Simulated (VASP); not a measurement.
# ZnS (Imm2) in VASP: a series of runs, part 2 of 2

VASP 6.6.1. The steps go on from the part before.

### Step 3. Single point, r2SCAN (atom 1 (Zn) moved by (+0.000, -0.225) A along [1 1 0] and z)

Contents of POSCAR:

```
ZnS
1.0
    0.0000000000      2.7046500000      2.7046500000
    2.7046500000      0.0000000000      2.7046500000
    2.7046500000      2.7046500000      0.0000000000
Zn S
1 1
Direct
   -0.0415950308     -0.0415950308      0.0415950308
    0.7500000000      0.7500000000      0.7500000000
```

Contents of INCAR.step1:

```
  PREC = Accurate
  ENCUT = 520
  ISMEAR = 0
  SIGMA = 0.05
  LREAL = False
  LASPH = True
  NELM = 100
  NBANDS = 16
  GGA = PE
  ALGO = Normal
  EDIFF = 1E-4
  LWAVE = True
  LCHARG = False
```

Contents of INCAR.step2:

```
  PREC = Accurate
  ENCUT = 520
  EDIFF = 1E-6
  ISMEAR = 0
  SIGMA = 0.05
  LREAL = False
  LASPH = True
  NELM = 100
  ALGO = Normal
  ISIF = 2
  LWAVE = False
  LCHARG = True
  METAGGA = R2SCAN
  LMIXTAU = True
  LELF = True
  LVHAR = True
  NBANDS = 16
  ISTART = 1
```

Contents of KPOINTS:

```
regular mesh
0
Gamma
  8 8 8
```

Potentials or basis: VASP PAW PBE potentials, release 64 (Zn, S).

Command:

```sh
$ cat potpaw_PBE.64/Zn/POTCAR potpaw_PBE.64/S/POTCAR > POTCAR
$ cp INCAR.step1 INCAR
$ mpirun -np 1 vasp_std > vasp.out
$ cp INCAR.step2 INCAR
$ mpirun -np 1 vasp_std > vasp.out
```

OUTCAR:

```text
PREC = Accurate
   ENCUT = 520
   EDIFF = 1E-6
   ISMEAR = 0
   LREAL = False
   LASPH = True
   NELM = 100
   ISIF = 2
   METAGGA = R2SCAN
   ISTART = 1

 ion  position               nearest neighbor table
   1  0.958  0.958  0.042-   2 2.22   2 2.22   2 2.48   2 2.48
   2  0.750  0.750  0.750-   1 2.22   1 2.22   1 2.48   1 2.48

  LATTYP: Found a face centered cubic cell.
 ALAT       =     5.4093000000

  Lattice vectors:

 A1 = (   0.0000000000,   2.7046500000,   2.7046500000)
 A2 = (   2.7046500000,   0.0000000000,   2.7046500000)
 A3 = (   2.7046500000,   2.7046500000,   0.0000000000)

Analysis of symmetry for initial positions (statically):
=====================================================================
 Subroutine PRICEL returns:
 Original cell was already a primitive cell.

 Routine SETGRP: Setting up the symmetry group for a
 face centered cubic supercell.

 Subroutine GETGRP returns: Found  4 space group operations
 (whereof  4 operations were pure point group operations)
 out of a pool of 48 trial point group operations.

The static configuration has the point symmetry C_2v.

Analysis of symmetry for dynamics (positions and initial velocities):
=====================================================================
 Subroutine PRICEL returns:
 Original cell was already a primitive cell.

 Routine SETGRP: Setting up the symmetry group for a
 face centered cubic supercell.

 Subroutine GETGRP returns: Found  4 space group operations
 (whereof  4 operations were pure point group operations)
 out of a pool of 48 trial point group operations.

The dynamic configuration has the point symmetry C_2v.

 Subroutine INISYM returns: Found  4 space group operations
 (whereof  4 operations are pure point group operations),
 and found     1 'primitive' translations

----------------------------------------------------------------------------------------

                                     Primitive cell

  volume of cell :      39.5697

  direct lattice vectors                    reciprocal lattice vectors
     0.000000000  2.704650000  2.704650000    -0.184866803  0.184866803  0.184866803
     2.704650000  0.000000000  2.704650000     0.184866803 -0.184866803  0.184866803
     2.704650000  2.704650000  0.000000000     0.184866803  0.184866803 -0.184866803

  length of vectors
     3.824952711  3.824952711  3.824952711     0.320198696  0.320198696  0.320198696

  position of ions in fractional coordinates (direct lattice)
     0.958404969  0.958404969  0.041595031
     0.750000000  0.750000000  0.750000000

  ion indices of the primitive-cell ions
   primitive index   ion index
                 1           1
                 2           2

----------------------------------------------------------------------------------------

 KPOINTS: regular mesh

Automatic generation of k-mesh.
 Grid dimensions read from file:
 generate k-points for:    8    8    8

 Generating k-lattice:

  Cartesian coordinates                     Fractional coordinates (reciprocal lattice)
    -0.023108350  0.023108350  0.023108350     0.125000000  0.000000000  0.000000000
     0.023108350 -0.023108350  0.023108350     0.000000000  0.125000000  0.000000000
     0.023108350  0.023108350 -0.023108350     0.000000000  0.000000000  0.125000000

  Length of vectors
     0.040024837  0.040024837  0.040024837

  Shift w.r.t. Gamma in fractional coordinates (k-lattice)
     0.000000000  0.000000000  0.000000000

 Subroutine IBZKPT returns following result:
 ===========================================

 Found     95 irreducible k-points:

 Following reciprocal coordinates:
            Coordinates               Weight
  0.000000  0.000000  0.000000      1.000000
  0.125000  0.000000  0.000000      4.000000
  0.000000  0.000000  0.125000      4.000000
  0.250000  0.000000  0.000000      4.000000
  0.000000  0.000000  0.250000      4.000000
  0.375000  0.000000  0.000000      4.000000
[... 16 lines left out ...]
  0.125000  0.125000 -0.375000      4.000000
 -0.375000  0.125000  0.000000      4.000000
 [... further k-points ...]
   k-points           NKPTS =     95   k-points in BZ     NKDIM =     95   number of bands    NBANDS=     16
   number of dos      NEDOS =    301   number of ions     NIONS =      2
   total plane-waves  NPLWV =  21952
   dimension x,y,z NGX =    28 NGY =   28 NGZ =   28
   dimension x,y,z NGXF=    56 NGYF=   56 NGZF=   56
   ions per type =               1   1
   NGX,Y,Z   is equivalent  to a cutoff of  12.17, 12.17, 12.17 a.u.
   NGXF,Y,Z  is equivalent  to a cutoff of  24.34, 24.34, 24.34 a.u.
 SYSTEM =  unknown system
   PREC   = accura    normal or accurate (medium, high low for compatibility)
   ISTART =      1    job   : 0-new  1-cont  2-samecut
   ICHARG =      0    charge: 1-file 2-atom 10-const
   ISPIN  =      1    spin polarized calculation?
   LNONCOLLINEAR =      F non collinear calculations
   LSORBIT =      F    spin-orbit coupling
   LASPH  =      T    aspherical Exc in radial PAW
   ENCUT  =  520.0 eV  38.22 Ry    6.18 a.u.   7.11  7.11  7.11*2*pi/ulx,y,z
   NELM   =    100;   NELMIN=  2; NELMDL=  0     # of ELM steps
   EDIFF  = 0.1E-05   stopping-criterion for ELM
   LREAL  =      F    real-space projection
   EDIFFG = 0.1E-04   stopping-criterion for IOM
   NSW    =      0    number of steps for IOM
   IBRION =     -1    ionic relax: 0-MD 1-quasi-New 2-CG
   NFREE  =      0    steps in history (QN), initial steepest desc. (CG)
   ISIF   =      2    stress and relaxation
   ISYM   =      2    0-nonsym 1-usesym 2-fastsym
   POTIM  = 0.5000    time-step for ionic-motion
   TEBEG  =    0.0;   TEEND  =   0.0 temperature during run
   PSTRESS=    0.0 pullay stress
   NELECT =      18.0000    total number of electrons
   NUPDOWN=      -1.0000    fix difference up-down
   EMIN   =  10.00;   EMAX   =-10.00  energy-range for DOS
   EFERMI =   0.00;   METHOD = LEGACY
   ISMEAR =     0;   SIGMA  =   0.05  broadening in eV -4-tet -1-fermi 0-gaus
   EFERMI_NEDOS =   21; number of points for ismear=-14 and -15
   IALGO  =     38    algorithm
   IMIX   =      4    mixing-type and parameters
     AMIX     =   0.40;   BMIX     =  1.00
     AMIX_MAG =   1.60;   BMIX_MAG =  1.00
  volume/ion in A,a.u.               =      19.78       133.51
  Fermi-wavevector in a.u.,A,eV,Ry     =   1.259055  2.379268 21.568210  1.585219
  Thomas-Fermi vector in A             =   2.392634
   LORBIT       =      0    0 simple, 1 ext, 2 COOP (PROOUT), +10 PAW based schemes
   METAGGA = R2SCAN    functional components
   LHFCALC =     F    Hartree Fock is set to
   AEXX    =    0.0000 exact exchange contribution
   IVDW    =     0    specifies the selected vdW correction
   LEPSILON=     F    determine dielectric tensor
   LRPA    =     F    only Hartree local field effects (RPA)
 non-spin polarized calculation
 Gauss-broadening in eV      SIGMA  =   0.05
  energy-cutoff  :      520.00
  volume of cell :       39.57
 maximum number of plane-waves:      1090
   NGX = 15   NGY = 15   NGZ = 15

 number of electron      17.9999991 magnetization

 Free energy of the ion-electron system (eV)
  ---------------------------------------------------
  ext. energy  EPLUGINS =         0.00000000
  ---------------------------------------------------
  free energy    TOTEN  =       -18.72265183 eV

  energy without entropy =      -18.72265183  energy(sigma->0) =      -18.72265183

 E-fermi :   2.1752     XC(G=0): -10.2634

 val. band max:        1.9041920882   @ k =   0.0000   0.0000   0.0000
 cond. band min:       4.4950483964   @ k =   0.0000   0.0000   0.0000
 fundamental gap:      2.5908563082
 Fermi energy:         2.1751749134

 k-point     1 :       0.0000    0.0000    0.0000
  band No.  band energies     occupation
      1     -11.8998      2.00000
      2      -4.9365      2.00000
      3      -4.7725      2.00000
      4      -4.6114      2.00000
      5      -4.2410      2.00000
      6      -4.2279      2.00000
[... 8 lines left out ...]
     15      14.0958      0.00000
     16      14.2326      0.00000
[... 419 lines left out ...]
 k-point    24 :      -0.3750    0.1250    0.0000
  band No.  band energies     occupation
      1     -11.0296      2.00000
      2      -4.7925      2.00000
      3      -4.7155      2.00000
      4      -4.3097      2.00000
      5      -4.2332      2.00000
      6      -4.0862      2.00000
[... 8 lines left out ...]
     15      15.0307      0.00000
     16      16.8544      0.00000

 [... further k-points ...]

------------------------ aborting loop because EDIFF is reached ----------------------------------------

  FORCE on cell =-STRESS in cart. coord.  units (eV):
  Direction    XX          YY          ZZ          XY          YZ          ZX
  --------------------------------------------------------------------------------------
  -------------------------------------------------------------------------------------
  Total        0.3451292      0.3451292     -0.0685796      1.2330160      0.0000000      0.0000000
  in kB       13.9742689     13.9742689     -2.7767857     49.9247729      0.0000000      0.0000000
  external PRESSURE =       8.3905841 kB  Pullay stress =       0.0000000 kB

 VOLUME and BASIS-vectors are now :
 -----------------------------------------------------------------------------
  energy-cutoff  :      520.00
  volume of cell :       39.57
      direct lattice vectors                 reciprocal lattice vectors
     0.000000000  2.704650000  2.704650000    -0.184866803  0.184866803  0.184866803
     2.704650000  0.000000000  2.704650000     0.184866803 -0.184866803  0.184866803
     2.704650000  2.704650000  0.000000000     0.184866803  0.184866803 -0.184866803

 POSITION                                       TOTAL-FORCE (eV/Angst)
 -----------------------------------------------------------------------------------
      2.70465      2.70465      5.18430         0.000000      0.000000      1.246520
      4.05697      4.05697      4.05697        -0.000000     -0.000000     -1.246520
 -----------------------------------------------------------------------------------
    total drift:                               -0.000130     -0.000130      0.001585

  FREE ENERGIE OF THE ION-ELECTRON SYSTEM (eV)
  ---------------------------------------------------
  free  energy   TOTEN  =       -18.7226518291 eV

  energy  without entropy=      -18.7226518291  energy(sigma->0) =      -18.72265183
```

It took 5.5 min on 1 thread of Intel Xeon 8259CL, shared host; peak memory 0.21 GiB.

What came out:

| Property | Result |
| --- | --- |
| Free energy | -18.7227 eV |
| Pressure | 0.8 GPa |
| Largest force | 1.247 eV/Å |
| Band gap on the k mesh | 2.59 eV |

Forces on the atoms (eV/Å):
```
Zn   0.000  0.000  1.247
S    0.000  0.000 -1.247
```

Stress tensor (GPa, compression positive):
```
 1.40  4.99  0.00
 4.99  1.40  0.00
 0.00  0.00 -0.28
```

Caveat: the cell differs from its parent crystal (atom 1 (Zn) moved by (+0.000, -0.225) A along [1 1 0] and z); the PAW data sets were made with another functional, which shifts forces and pressure a little.
